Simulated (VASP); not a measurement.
# Na3ZrB (P6_3/mmc) in VASP: notebook

Na3ZrB is run at these levels: PBE; tasks: single point, relaxation of cell and atoms.

Program: VASP 6.6.1. These are calculated values, not measurements. Logs are shortened: lines on timing, memory, paths and dates and some standing lists are left out, and cuts for length are marked.

## 1. The cell of the first run

Symmetry: P6_3/mmc, No. 194, hexagonal system. Conventional cell: a = 6.979 Å, b = 6.979 Å, c = 5.627 Å, α = 90.00°, β = 90.00°, γ = 120.00°. Na (site symmetry mm2) has 2 B at 2.58 Å and 6 Na at 3.22 to 3.55 Å and 4 Zr at 3.37 to 3.49 Å within 3.6 Å. Zr (site symmetry -6m2) has 12 Na at 3.37 to 3.49 Å and 6 B at 4.27 Å within 4.4 Å. Within 3.4 Å of B (site symmetry -3m) lie 6 Na at 2.58 Å and 2 B at 2.81 Å.

## 2. Single point, PBE

Input file INCAR:

```
SYSTEM = Na3ZrB
PREC = Accurate
ENCUT = 520
EDIFF = 1E-6
ISMEAR = 0
SIGMA = 0.1
LREAL = .False.
LASPH = .True.
NELM = 80
ALGO = Fast
ISIF = 2
LWAVE = .False.
LCHARG = .False.
GGA = PE
NBANDS = 47
```

Input file KPOINTS:

```
regular mesh
0
Gamma
  3 3 4
  0 0 0
```

Input file POSCAR:

```
Na3ZrB
1.0
    6.9788023840      0.0000000000      0.0000000000
   -3.4894011920      6.0438201525      0.0000000000
    0.0000000000      0.0000000000      5.6265052206
Na Zr B
6 2 2
Direct
    0.1793097324      0.3586194649      0.2500000000
    0.8206902676      0.1793097324      0.7500000000
    0.8206902676      0.6413805351      0.7500000000
    0.1793097324      0.8206902676      0.2500000000
    0.6413805351      0.8206902676      0.2500000000
    0.3586194649      0.1793097324      0.7500000000
    0.3333333333      0.6666666667      0.7500000000
    0.6666666667      0.3333333333      0.2500000000
    0.0000000000      0.0000000000      0.5000000000
    0.0000000000      0.0000000000      0.0000000000
```

Potentials or basis: VASP PAW PBE potentials, release 64 (Na_pv, Zr_sv, B).

Started as:

```console
$ cat potpaw_PBE.64/Na_pv/POTCAR potpaw_PBE.64/Zr_sv/POTCAR potpaw_PBE.64/B/POTCAR > POTCAR
$ mpirun -np 1 vasp_std > vasp.out
```

OUTCAR:

```text
SYSTEM = Na3ZrB
   PREC = Accurate
   ENCUT = 520
   EDIFF = 1E-6
   ISMEAR = 0
   LREAL = .False.
   LASPH = .True.
   NELM = 80
   ISIF = 2
   GGA = PE

 ion  position               nearest neighbor table
   1  0.179  0.359  0.250-
   2  0.821  0.179  0.750-
   3  0.821  0.641  0.750-
   4  0.179  0.821  0.250-
   5  0.641  0.821  0.250-
   6  0.359  0.179  0.750-
   7  0.333  0.667  0.750-
   8  0.667  0.333  0.250-
   9  0.000  0.000  0.500-
  10  0.000  0.000  0.000-

  LATTYP: Found a hexagonal cell.
 ALAT       =     6.9788023840
 C/A-ratio  =     0.8062279043

  Lattice vectors:

 A1 = (   6.9788023840,   0.0000000000,   0.0000000000)
 A2 = (  -3.4894011920,   6.0438201525,   0.0000000000)
 A3 = (   0.0000000000,   0.0000000000,   5.6265052206)

Analysis of symmetry for initial positions (statically):
=====================================================================
 Subroutine PRICEL returns:
 Original cell was already a primitive cell.

 Routine SETGRP: Setting up the symmetry group for a
 hexagonal supercell.

 Subroutine GETGRP returns: Found 24 space group operations
 (whereof 12 operations were pure point group operations)
 out of a pool of 24 trial point group operations.

The static configuration has the point symmetry D_3d.
 The point group associated with its full space group is D_6h.

Analysis of symmetry for dynamics (positions and initial velocities):
=====================================================================
 Subroutine PRICEL returns:
 Original cell was already a primitive cell.

 Routine SETGRP: Setting up the symmetry group for a
 hexagonal supercell.

 Subroutine GETGRP returns: Found 24 space group operations
 (whereof 12 operations were pure point group operations)
 out of a pool of 24 trial point group operations.

The dynamic configuration has the point symmetry D_3d.
 The point group associated with its full space group is D_6h.

 Subroutine INISYM returns: Found 24 space group operations
 (whereof 12 operations are pure point group operations),
 and found     1 'primitive' translations

----------------------------------------------------------------------------------------

                                     Primitive cell

  volume of cell :     237.3183

  direct lattice vectors                    reciprocal lattice vectors
     6.978802384  0.000000000  0.000000000     0.143291061  0.082729133  0.000000000
    -3.489401192  6.043820153  0.000000000     0.000000000  0.165458266  0.000000000
     0.000000000  0.000000000  5.626505221     0.000000000  0.000000000  0.177730218

  length of vectors
     6.978802384  6.978802384  5.626505221     0.165458266  0.165458266  0.177730218

  position of ions in fractional coordinates (direct lattice)
     0.179309732  0.358619465  0.250000000
     0.820690268  0.179309732  0.750000000
     0.820690268  0.641380535  0.750000000
     0.179309732  0.820690268  0.250000000
     0.641380535  0.820690268  0.250000000
     0.358619465  0.179309732  0.750000000
     0.333333333  0.666666667  0.750000000
     0.666666667  0.333333333  0.250000000
     0.000000000  0.000000000  0.500000000
     0.000000000  0.000000000  0.000000000

  ion indices of the primitive-cell ions
   primitive index   ion index
                 1           1
                 2           2
                 3           3
                 4           4
                 5           5
                 6           6
                 7           7
                 8           8
                 9           9
                10          10

----------------------------------------------------------------------------------------

 KPOINTS: regular mesh

Automatic generation of k-mesh.
 Grid dimensions read from file:
 generate k-points for:    3    3    4

 Generating k-lattice:

  Cartesian coordinates                     Fractional coordinates (reciprocal lattice)
     0.047763687  0.027576378  0.000000000     0.333333333  0.000000000  0.000000000
     0.000000000  0.055152755  0.000000000     0.000000000  0.333333333  0.000000000
     0.000000000  0.000000000  0.044432555     0.000000000  0.000000000  0.250000000

  Length of vectors
     0.055152755  0.055152755  0.044432555

  Shift w.r.t. Gamma in fractional coordinates (k-lattice)
     0.000000000  0.000000000  0.000000000

 Subroutine IBZKPT returns following result:
 ===========================================

 Found      9 irreducible k-points:

 Following reciprocal coordinates:
            Coordinates               Weight
  0.000000  0.000000  0.000000      1.000000
  0.333333 -0.000000  0.000000      6.000000
  0.333333  0.333333  0.000000      2.000000
  0.000000  0.000000  0.250000      2.000000
  0.333333 -0.000000  0.250000     12.000000
  0.333333  0.333333  0.250000      4.000000
  0.000000  0.000000  0.500000      1.000000
  0.333333 -0.000000  0.500000      6.000000
  0.333333  0.333333  0.500000      2.000000
   k-points           NKPTS =      9   k-points in BZ     NKDIM =      9   number of bands    NBANDS=     47
   number of dos      NEDOS =    301   number of ions     NIONS =     10
   total plane-waves  NPLWV = 122472
   dimension x,y,z NGX =    54 NGY =   54 NGZ =   42
   dimension x,y,z NGXF=   108 NGYF=  108 NGZF=   84
   ions per type =               6   2   2
   NGX,Y,Z   is equivalent  to a cutoff of  12.86, 12.86, 12.41 a.u.
   NGXF,Y,Z  is equivalent  to a cutoff of  25.73, 25.73, 24.82 a.u.
 SYSTEM =  Na3ZrB
   PREC   = accura    normal or accurate (medium, high low for compatibility)
   ISTART =      0    job   : 0-new  1-cont  2-samecut
   ICHARG =      2    charge: 1-file 2-atom 10-const
   ISPIN  =      1    spin polarized calculation?
   LNONCOLLINEAR =      F non collinear calculations
   LSORBIT =      F    spin-orbit coupling
   LASPH  =      T    aspherical Exc in radial PAW
   ENCUT  =  520.0 eV  38.22 Ry    6.18 a.u.  12.98 12.98 10.46*2*pi/ulx,y,z
   NELM   =     80;   NELMIN=  2; NELMDL= -5     # of ELM steps
   EDIFF  = 0.1E-05   stopping-criterion for ELM
   LREAL  =      F    real-space projection
   EDIFFG = 0.1E-04   stopping-criterion for IOM
   NSW    =      0    number of steps for IOM
   IBRION =     -1    ionic relax: 0-MD 1-quasi-New 2-CG
   NFREE  =      0    steps in history (QN), initial steepest desc. (CG)
   ISIF   =      2    stress and relaxation
   ISYM   =      2    0-nonsym 1-usesym 2-fastsym
   POTIM  = 0.5000    time-step for ionic-motion
   TEBEG  =    0.0;   TEEND  =   0.0 temperature during run
   PSTRESS=    0.0 pullay stress
   NELECT =      72.0000    total number of electrons
   NUPDOWN=      -1.0000    fix difference up-down
   EMIN   =  10.00;   EMAX   =-10.00  energy-range for DOS
   EFERMI =   0.00;   METHOD = LEGACY
   ISMEAR =     0;   SIGMA  =   0.10  broadening in eV -4-tet -1-fermi 0-gaus
   EFERMI_NEDOS =   21; number of points for ismear=-14 and -15
   IALGO  =     68    algorithm
   IMIX   =      4    mixing-type and parameters
     AMIX     =   0.40;   BMIX     =  1.00
     AMIX_MAG =   1.60;   BMIX_MAG =  1.00
  volume/ion in A,a.u.               =      23.73       160.15
  Fermi-wavevector in a.u.,A,eV,Ry     =   1.100040  2.078775 16.464257  1.210089
  Thomas-Fermi vector in A             =   2.236445
   LORBIT       =      0    0 simple, 1 ext, 2 COOP (PROOUT), +10 PAW based schemes
   GGA     = PE    functional components
   LHFCALC =     F    Hartree Fock is set to
   AEXX    =    0.0000 exact exchange contribution
   IVDW    =     0    specifies the selected vdW correction
   LEPSILON=     F    determine dielectric tensor
   LRPA    =     F    only Hartree local field effects (RPA)
 non-spin polarized calculation
 RMM-DIIS sequential band-by-band and
 Gauss-broadening in eV      SIGMA  =   0.10
  energy-cutoff  :      520.00
  volume of cell :      237.32
 maximum number of plane-waves:      6423
 NGX is ok and might be reduce to    54
   NGX = 25   NGY = 25   NGZ = 21

 number of electron      71.9999964 magnetization

 Free energy of the ion-electron system (eV)
  ---------------------------------------------------
  ext. energy  EPLUGINS =         0.00000000
  ---------------------------------------------------
  free energy    TOTEN  =       -25.24228050 eV

  energy without entropy =      -25.16561961  energy(sigma->0) =      -25.20395006

 E-fermi :   2.3349     XC(G=0):  -8.4691

 val. band max:        2.3118463642   @ k =   0.3333   0.3333   0.5000
 cond. band min:       2.3534290471   @ k =   0.0000   0.0000   0.2500
 fundamental gap:      0.0415826829
 Fermi energy:         2.3348580651

 k-point     1 :       0.0000    0.0000    0.0000
  band No.  band energies     occupation
      1     -47.6221      2.00000
      2     -47.6219      2.00000
      3     -25.6182      2.00000
      4     -25.6182      2.00000
      5     -25.6147      2.00000
      6     -25.6147      2.00000
[... 39 lines left out ...]
     46       4.0441      0.00000
     47       4.1180      0.00000

 k-point     2 :       0.3333   -0.0000    0.0000
  band No.  band energies     occupation
      1     -47.6221      2.00000
      2     -47.6220      2.00000
      3     -25.6183      2.00000
      4     -25.6173      2.00000
      5     -25.6151      2.00000
      6     -25.6145      2.00000
[... 39 lines left out ...]
     46       4.5619      0.00000
     47       4.9259      0.00000

 k-point     3 :       0.3333    0.3333    0.0000
  band No.  band energies     occupation
      1     -47.6220      2.00000
      2     -47.6220      2.00000
      3     -25.6182      2.00000
      4     -25.6162      2.00000
      5     -25.6162      2.00000
      6     -25.6141      2.00000
[... 289 lines left out ...]
     46       4.3000      0.00000
     47       4.3392      0.00000

 k-point     9 :       0.3333    0.3333    0.5000
  band No.  band energies     occupation
      1     -47.6220      2.00000
      2     -47.6220      2.00000
      3     -25.6164      2.00000
      4     -25.6164      2.00000
      5     -25.6163      2.00000
      6     -25.6163      2.00000
[... 39 lines left out ...]
     46       4.2457      0.00000
     47       4.2460      0.00000

------------------------ aborting loop because EDIFF is reached ----------------------------------------

  FORCE on cell =-STRESS in cart. coord.  units (eV):
  Direction    XX          YY          ZZ          XY          YZ          ZX
  --------------------------------------------------------------------------------------
  -------------------------------------------------------------------------------------
  Total        0.2292606      0.2292606      0.0094729      0.0000000      0.0000000      0.0000000
  in kB        1.5477784      1.5477784      0.0639530      0.0000000      0.0000000      0.0000000
  external PRESSURE =       1.0531699 kB  Pullay stress =       0.0000000 kB

 VOLUME and BASIS-vectors are now :
 -----------------------------------------------------------------------------
  energy-cutoff  :      520.00
  volume of cell :      237.32
      direct lattice vectors                 reciprocal lattice vectors
     6.978802384  0.000000000  0.000000000     0.143291061  0.082729133  0.000000000
    -3.489401192  6.043820153  0.000000000     0.000000000  0.165458266  0.000000000
     0.000000000  0.000000000  5.626505221     0.000000000  0.000000000  0.177730218

 POSITION                                       TOTAL-FORCE (eV/Angst)
 -----------------------------------------------------------------------------------
     -0.00000      2.16743      1.40663         0.000000      0.003063     -0.000000
      5.10175      1.08372      4.21988        -0.002653      0.001532     -0.000000
      3.48940      3.87639      4.21988         0.000000     -0.003063      0.000000
     -1.61235      4.96010      1.40663         0.002653     -0.001532      0.000000
      1.61235      4.96010      1.40663        -0.002653     -0.001532      0.000000
      1.87705      1.08372      4.21988         0.002653      0.001532     -0.000000
     -0.00000      4.02921      4.21988         0.000000     -0.000000      0.000000
      3.48940      2.01461      1.40663         0.000000     -0.000000      0.000000
      0.00000      0.00000      2.81325         0.000000     -0.000000      0.000000
      0.00000      0.00000      0.00000         0.000000     -0.000000      0.000000
 -----------------------------------------------------------------------------------
    total drift:                                0.000000     -0.000000      0.000000

  FREE ENERGIE OF THE ION-ELECTRON SYSTEM (eV)
  ---------------------------------------------------
  free  energy   TOTEN  =       -25.2422805041 eV

  energy  without entropy=      -25.1656196062  energy(sigma->0) =      -25.20395006
```

Run time: 4.1 min. Hardware: 1 thread of Intel Xeon 6975P-C (Granite Rapids), shared host; peak memory 0.39 GiB.

Results:

| Item | Value |
| --- | --- |
| Free energy | -25.2423 eV |
| Pressure | 0.1 GPa |
| Largest force | 0.003 eV/Å |
| Band gap on the k mesh | zero (bands 36 and 37 overlap by 0.20 eV) |

Forces in eV/Å, atoms in the order of the input:
```
Na   0.000  0.003  0.000
Na  -0.003  0.002  0.000
Na   0.000 -0.003  0.000
Na   0.003 -0.002  0.000
Na  -0.003 -0.002  0.000
Na   0.003  0.002  0.000
Zr   0.000  0.000  0.000
Zr   0.000  0.000  0.000
B    0.000  0.000  0.000
B    0.000  0.000  0.000
```

Stress tensor (GPa, compression positive):
```
0.15 0.00 0.00
0.00 0.15 0.00
0.00 0.00 0.01
```

## 3. Relaxation of cell and atoms, PBE

This run uses another cell than the first one, of 17.25 Å³/atom.

Input file INCAR:

```
  PREC = Accurate
  ENCUT = 600
  EDIFF = 1E-6
  ISMEAR = 0
  SIGMA = 0.1
  LREAL = F
  LASPH = T
  NELM = 60
  ALGO = Fast
  ISIF = 3
  LWAVE = F
  LCHARG = F
  GGA = PE
  IBRION = 2
  NSW = 90
  EDIFFG = -0.04
```

Input file KPOINTS:

```
regular mesh
0
Gamma
  3 3 4
```

Input file POSCAR:

```
Na3ZrB
1.0
    6.1545294914      0.0000000000      0.0000000000
   -3.0772647457      5.3299788879      0.0000000000
    0.0000000000      0.0000000000      5.2581326561
Na Zr B
6 2 2
Direct
    0.1460000000      0.2919999999      0.2500000000
    0.8540000000      0.1460000000      0.7500000000
    0.8540000000      0.7080000001      0.7500000000
    0.1460000000      0.8540000000      0.2500000000
    0.7080000001      0.8540000000      0.2500000000
    0.2919999999      0.1460000000      0.7500000000
    0.3333333333      0.6666666667      0.7500000000
    0.6666666667      0.3333333333      0.2500000000
    0.0000000000      0.0000000000      0.5000000000
    0.0000000000      0.0000000000      0.0000000000
```

Potentials or basis: VASP PAW PBE potentials, release 64 (Na_pv, Zr_sv, B).

Started as:

```console
$ cat potpaw_PBE.64/Na_pv/POTCAR potpaw_PBE.64/Zr_sv/POTCAR potpaw_PBE.64/B/POTCAR > POTCAR
$ mpirun -np 1 vasp_std > vasp.out
```

It took 26 min on 1 thread of Intel Xeon 6975P-C (Granite Rapids), shared host; peak memory 0.4 GiB.

Results (log left out):

```yaml
Free_energy: -25.2304 eV
Relaxed_volume: 23.70 Å³/atom
Relaxed_cell: a = 6.981 Å, b = 6.981 Å, c = 5.615 Å, α = 90.00°, β = 90.00°, γ = 120.00°
Space_group_after_relaxing_to_0.1_Å: P6_3/mmc (No. 194)
Energy_gained_by_relaxing: 859.9 meV/atom
Ionic_steps: 8
Pressure_after_relaxing: 0.1 GPa
Largest_force_after_relaxing: 0.005 eV/Å
Band_gap_on_the_k_mesh: zero (bands 36 and 37 overlap by 0.20 eV)
```

Forces on the atoms (eV/Å):
```
Na   0.000 -0.005  0.000
Na   0.004 -0.002  0.000
Na   0.000  0.005  0.000
Na  -0.004  0.002  0.000
Na   0.004  0.002  0.000
Na  -0.004 -0.002  0.000
Zr   0.000  0.000  0.000
Zr   0.000  0.000  0.000
B    0.000  0.000  0.000
B    0.000  0.000  0.000
```

The path:
```tsv
step	energy change (eV)	largest force (eV/Å)	pressure (GPa)	volume (Å³)
1	0.0000	5.4860	28.07	172.49
2	-8.2322	0.3408	-1.41	259.46
3	-8.3247	0.4572	-0.73	253.71
4	-8.3279	0.4161	-0.97	255.55
5	-8.4255	0.3587	-0.65	250.64
6	-8.5827	0.1452	0.35	236.09
7	-8.5860	0.0951	0.62	233.24
8	-8.5993	0.0046	0.10	236.99
```

Final structure:
```
Na Zr B
1.0
     6.98110    0.00000    0.00000
    -3.49055    6.04581    0.00000
     0.00000    0.00000    5.61494
Na Zr B
6 2 2
Direct
  0.17947 0.35894 0.25000
  0.82053 0.17947 0.75000
  0.82053 0.64106 0.75000
  0.17947 0.82053 0.25000
  0.64106 0.82053 0.25000
  0.35894 0.17947 0.75000
  0.33333 0.66667 0.75000
  0.66667 0.33333 0.25000
  0.00000 0.00000 0.50000
  0.00000 0.00000 0.00000
```

Levels at points of the mesh, in eV from the Fermi level:
```csv
k point,band 32,band 33,band 34,band 35,band 36,band 37,band 38,band 39,band 40,band 41
"(0.00, 0.00, 0.00)",-1.54,-0.74,-0.22,-0.22,0.05,0.05,0.43,0.43,0.51,0.91
"(0.00, 0.00, 0.50)",-0.91,-0.91,-0.91,0.12,0.12,0.12,0.12,0.46,0.46,1.08
```

Caveat: the k points lie up to 0.35 Å⁻¹ apart in the final cell; the volume moved by over 15 % at a fixed basis, so the end points are rough.

(Continued in part 2 of 2.)
